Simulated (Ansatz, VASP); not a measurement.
**One calculation of Hf, two programs**

```xyz
1
Lattice="0.0000 2.2200 2.2200 2.2200 0.0000 2.2200 2.2200 2.2200 0.0000" Properties=species:S:1:pos:R:3 pbc="T T T"
Hf    0.0000    0.0000    0.0000
```

Alike in both runs: task electric field gradients; functional PBEsol; k mesh 16 × 16 × 16; occupations fermi-dirac, width 0.03 eV; no spin polarisation.

|  | VASP | Ansatz |
| --- | --- | --- |
| version | VASP 6.6.1 | Ansatz 0.2.0 |
| potentials or method | VASP PAW PBE potentials, release 64 (Hf_pv), cutoff 520 eV | all-electron PAW with datasets made for the crystal, scalar-relativistic |

VASP gave:

* pressure (GPa): -2.0

Question: Estimate Ansatz's values.

Answer: Pressure (GPa): -1.6.

VASP's potentials were made for PBE, not for PBEsol. Ansatz ran all-electron here, and VASP with PAW potentials.

Spin-orbit coupling is off throughout.
